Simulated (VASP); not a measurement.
# SiC (Moissanite 6O SiC) (P6_3mc) in VASP: single point with LDA

Aim: the single point of SiC (Moissanite 6O SiC) with LDA.

Everything below comes from runs of VASP 6.6.1. Logs are shortened: lines on timing, memory, paths and dates and some standing lists are left out, and cuts for length are marked.

### 1 The cell of the first run

Symmetry: P6_3mc, No. 186, hexagonal system. The conventional cell has a = 3.059 Å, b = 3.059 Å, c = 15.011 Å, α = 90.00°, β = 90.00°, γ = 120.00°. Within 2.5 Å of Si (site symmetry 3m) lie 4 C at 1.87 to 1.88 Å. Si (site symmetry 3m) has 4 C at 1.87 to 1.88 Å within 2.5 Å. Within 2.5 Å of Si (site symmetry 3m) lie 4 C at 1.87 to 1.88 Å. Within 2.5 Å of C (site symmetry 3m) lie 4 Si at 1.87 to 1.88 Å. Within 2.5 Å of C (site symmetry 3m) lie 4 Si at 1.87 to 1.88 Å. Within 2.5 Å of C (site symmetry 3m) lie 4 Si at 1.87 to 1.88 Å.

### 2 Single point, LDA

The input, INCAR:

```
SYSTEM = SiC
PREC     = Accurate       ! precision mode
ENCUT    = 520            ! plane-wave cutoff, eV
EDIFF    = 1E-6           ! SCF threshold, eV
ISMEAR   = 0              ! smearing method
SIGMA    = 0.02           ! smearing width, eV
LREAL    = .FALSE.        ! projectors in reciprocal space
LASPH    = .TRUE.         ! aspherical terms in the spheres
NELM     = 100            ! most SCF steps
ALGO     = Normal         ! electronic algorithm
ISIF     = 2              ! what is computed and relaxed
LWAVE    = .FALSE.        ! write WAVECAR
LCHARG   = .FALSE.        ! write CHGCAR
GGA      = CA             ! functional
NBANDS   = 36             ! bands
```

The input, KPOINTS:

```
Automatic mesh
0
G
  12 12 2
  0 0 0
```

The input, POSCAR:

```
SiC
1.0
    1.5296257791     -2.6493892050      0.0000000000
    1.5296257791      2.6493892050      0.0000000000
    0.0000000000      0.0000000000     15.0108060406
Si C
6 6
Direct
    0.1666667075      0.8333332925      0.8577048069
    0.8333332925      0.1666667075      0.3577048069
    0.5000000569      0.4999999431      0.5244837541
    0.4999999431      0.5000000569      0.0244837541
    0.8333334429      0.1666665571      0.6912155531
    0.1666665571      0.8333334429      0.1912155531
    0.5000000806      0.4999999194      0.6498364058
    0.4999999194      0.5000000806      0.1498364058
    0.1666665725      0.8333334275      0.9826957334
    0.8333334275      0.1666665725      0.4826957334
    0.8333333423      0.1666666577      0.8162037465
    0.1666666577      0.8333333423      0.3162037465
```

Potentials or basis: VASP PAW LDA potentials, release 64 (Si, C).

Launch:

```
$ cat potpaw_LDA.64/Si/POTCAR potpaw_LDA.64/C/POTCAR > POTCAR
$ mpirun -np 1 vasp_std > vasp.out
```

OUTCAR:

```text
SYSTEM = SiC
   PREC = Accurate
   ENCUT = 520
   EDIFF = 1E-6
   ISMEAR = 0
   LREAL = .FALSE.
   LASPH = .TRUE.
   NELM = 100
   ISIF = 2
   GGA = CA

 ion  position               nearest neighbor table
   1  0.167  0.833  0.858-  11 1.87  11 1.87  11 1.87   9 1.88   5 3.06   5 3.06   5 3.06   4 3.06
                             4 3.06   4 3.06
   2  0.833  0.167  0.358-  12 1.87  12 1.87  12 1.87  10 1.88   6 3.06   6 3.06   6 3.06   3 3.06
                             3 3.06   3 3.06
   3  0.500  0.500  0.524-  10 1.87  10 1.87  10 1.87   7 1.88   5 3.06   5 3.06   5 3.06   2 3.06
                             2 3.06   2 3.06
   4  0.500  0.500  0.024-   9 1.87   9 1.87   9 1.87   8 1.88   6 3.06   6 3.06   6 3.06   1 3.06
                             1 3.06   1 3.06
   5  0.833  0.167  0.691-   7 1.87   7 1.87   7 1.87  11 1.88   1 3.06   1 3.06   1 3.06   3 3.06
                             3 3.06   3 3.06
   6  0.167  0.833  0.191-   8 1.87   8 1.87   8 1.87  12 1.88   2 3.06   2 3.06   2 3.06   4 3.06
                             4 3.06   4 3.06
   7  0.500  0.500  0.650-   5 1.87   5 1.87   5 1.87   3 1.88
   8  0.500  0.500  0.150-   6 1.87   6 1.87   6 1.87   4 1.88
   9  0.167  0.833  0.983-   4 1.87   4 1.87   4 1.87   1 1.88
  10  0.833  0.167  0.483-   3 1.87   3 1.87   3 1.87   2 1.88
  11  0.833  0.167  0.816-   1 1.87   1 1.87   1 1.87   5 1.88
  12  0.167  0.833  0.316-   2 1.87   2 1.87   2 1.87   6 1.88

  LATTYP: Found a hexagonal cell.
 ALAT       =     3.0592512456
 C/A-ratio  =     4.9066927936

  Lattice vectors:

 A1 = (   1.5296257791,  -2.6493892050,   0.0000000000)
 A2 = (   1.5296257791,   2.6493892050,   0.0000000000)
 A3 = (   0.0000000000,   0.0000000000,  15.0108060406)

Analysis of symmetry for initial positions (statically):
=====================================================================
 Subroutine PRICEL returns:
 Original cell was already a primitive cell.

 Routine SETGRP: Setting up the symmetry group for a
 hexagonal supercell.

 Subroutine GETGRP returns: Found 12 space group operations
 (whereof  2 operations were pure point group operations)
 out of a pool of 24 trial point group operations.

The static configuration has the point symmetry C_1h.
 The point group associated with its full space group is C_6v.

Analysis of symmetry for dynamics (positions and initial velocities):
=====================================================================
 Subroutine PRICEL returns:
 Original cell was already a primitive cell.

 Routine SETGRP: Setting up the symmetry group for a
 hexagonal supercell.
[... 127 lines left out ...]
   LREAL  =      F    real-space projection
[... 7 lines left out ...]
   TEBEG  =    0.0;   TEEND  =   0.0 temperature during run
   PSTRESS=    0.0 pullay stress
   NELECT =      48.0000    total number of electrons
   NUPDOWN=      -1.0000    fix difference up-down
   EMIN   =  10.00;   EMAX   =-10.00  energy-range for DOS
   EFERMI =   0.00;   METHOD = LEGACY
   ISMEAR =     0;   SIGMA  =   0.02  broadening in eV -4-tet -1-fermi 0-gaus
   EFERMI_NEDOS =   21; number of points for ismear=-14 and -15
   IALGO  =     38    algorithm
   IMIX   =      4    mixing-type and parameters
     AMIX     =   0.40;   BMIX     =  1.00
     AMIX_MAG =   1.60;   BMIX_MAG =  1.00
  volume/ion in A,a.u.               =      10.14        68.42
  Fermi-wavevector in a.u.,A,eV,Ry     =   1.200697  2.268989 19.615171  1.441674
  Thomas-Fermi vector in A             =   2.336526
   LORBIT       =      0    0 simple, 1 ext, 2 COOP (PROOUT), +10 PAW based schemes
   GGA     = CA    functional components
   LHFCALC =     F    Hartree Fock is set to
   AEXX    =    0.0000 exact exchange contribution
   IVDW    =     0    specifies the selected vdW correction
   LEPSILON=     F    determine dielectric tensor
   LRPA    =     F    only Hartree local field effects (RPA)
 non-spin polarized calculation
 Gauss-broadening in eV      SIGMA  =   0.02
  energy-cutoff  :      520.00
  volume of cell :      121.66
 maximum number of plane-waves:      3319
 NGX is ok and might be reduce to    24
   NGX = 11   NGY = 11   NGZ = 55

 number of electron      47.9999997 magnetization

 Free energy of the ion-electron system (eV)
  ---------------------------------------------------
  ext. energy  EPLUGINS =         0.00000000
  ---------------------------------------------------
  free energy    TOTEN  =       -99.86910790 eV

  energy without entropy =      -99.86910790  energy(sigma->0) =      -99.86910790

 E-fermi :   8.4571     XC(G=0): -11.6409

 val. band max:        8.3391340725   @ k =   0.0000   0.0000   0.0000
 cond. band min:      10.3049422655   @ k =   0.5000   0.0000   0.0000
 fundamental gap:      1.9658081930
 Fermi energy:         8.4571219368

 k-point     1 :       0.0000    0.0000    0.0000
  band No.  band energies     occupation
      1      -7.1884      2.00000
      2      -6.6563      2.00000
      3      -6.6206      2.00000
      4      -5.0879      2.00000
      5      -5.0596      2.00000
      6      -3.4939      2.00000
[... 925 lines left out ...]
     35      16.2467      0.00000
     36      16.2467      0.00000

 [... further k-points ...]
[... 5 lines left out ...]
  --------------------------------------------------------------------------------------
  -------------------------------------------------------------------------------------
  Total        0.3057618      0.3057617      0.3109747      0.0000000      0.0000000      0.0000000
  in kB        4.0265104      4.0265093      4.0951576      0.0000000      0.0000000      0.0000000
  external PRESSURE =       4.0493924 kB  Pullay stress =       0.0000000 kB

 VOLUME and BASIS-vectors are now :
 -----------------------------------------------------------------------------
  energy-cutoff  :      520.00
  volume of cell :      121.66
      direct lattice vectors                 reciprocal lattice vectors
     1.529625779 -2.649389205  0.000000000     0.326877336 -0.188722744  0.000000000
     1.529625779  2.649389205  0.000000000     0.326877336  0.188722744  0.000000000
     0.000000000  0.000000000 15.010806041     0.000000000  0.000000000  0.066618674

 POSITION                                       TOTAL-FORCE (eV/Angst)
 -----------------------------------------------------------------------------------
      1.52963      1.76626     12.87484         0.000000     -0.000000      0.000271
      1.52963     -1.76626      5.36944         0.000000     -0.000000      0.000271
      1.52963     -0.00000      7.87292         0.000000     -0.000000     -0.001336
      1.52963      0.00000      0.36752         0.000000     -0.000000     -0.001336
      1.52963     -1.76626     10.37570         0.000000     -0.000000      0.001103
      1.52963      1.76626      2.87030         0.000000     -0.000000      0.001103
      1.52963     -0.00000      9.75457         0.000000      0.000000      0.000185
      1.52963      0.00000      2.24917         0.000000     -0.000000      0.000185
      1.52963      1.76626     14.75106        -0.000000      0.000000     -0.000591
      1.52963     -1.76626      7.24565         0.000000     -0.000000     -0.000591
      1.52963     -1.76626     12.25188        -0.000000     -0.000000      0.000369
      1.52963      1.76626      4.74647        -0.000000      0.000000      0.000369
 -----------------------------------------------------------------------------------
    total drift:                                0.000000     -0.000408     -0.000126

  FREE ENERGIE OF THE ION-ELECTRON SYSTEM (eV)
  ---------------------------------------------------
  free  energy   TOTEN  =       -99.8691079010 eV

  energy  without entropy=      -99.8691079010  energy(sigma->0) =      -99.86910790
```

OSZICAR:

```text
N       E                     dE             d eps       ncg     rms          rms(c)
DAV:   1     0.112596596877E+03    0.11260E+03   -0.21818E+04  2736   0.120E+03
DAV:   2    -0.100921500864E+03   -0.21352E+03   -0.20029E+03  3528   0.211E+02
DAV:   3    -0.112273681494E+03   -0.11352E+02   -0.11277E+02  3580   0.463E+01
DAV:   4    -0.112444055865E+03   -0.17037E+00   -0.17005E+00  3544   0.664E+00
DAV:   5    -0.112447634466E+03   -0.35786E-02   -0.35759E-02  3484   0.914E-01    0.227E+01
DAV:   6    -0.100383641938E+03    0.12064E+02   -0.35697E+01  3372   0.220E+01    0.105E+01
DAV:   7    -0.999905009993E+02    0.39314E+00   -0.35172E+00  3608   0.719E+00    0.411E+00
DAV:   8    -0.998872807530E+02    0.10322E+00   -0.23460E-01  3292   0.190E+00    0.144E+00
DAV:   9    -0.998689597001E+02    0.18321E-01   -0.33766E-02  3440   0.808E-01    0.177E-01
DAV:  10    -0.998691026617E+02   -0.14296E-03   -0.16586E-03  3308   0.190E-01    0.952E-02
DAV:  11    -0.998691184034E+02   -0.15742E-04   -0.59387E-05  3584   0.415E-02    0.273E-02
DAV:  12    -0.998691088718E+02    0.95316E-05   -0.19722E-05  3332   0.184E-02    0.128E-02
DAV:  13    -0.998691079010E+02    0.97087E-06   -0.43152E-06  3080   0.815E-03
   1 F= -.99869108E+02 E0= -.99869108E+02  d E =-.601175E-19
```

It used 370 s of CPU time on 1 thread of AMD EPYC 7R13 Processor (Zen 3), with other jobs on the host.

Results:

- Free energy: -99.8691 eV
- Pressure: 0.4 GPa
- Band gap on the k mesh: 1.97 eV, indirect (least direct gap 3.07 eV)

A k mesh can miss the band edges. LDA gaps usually lie below the measured ones, often by a third to a half.
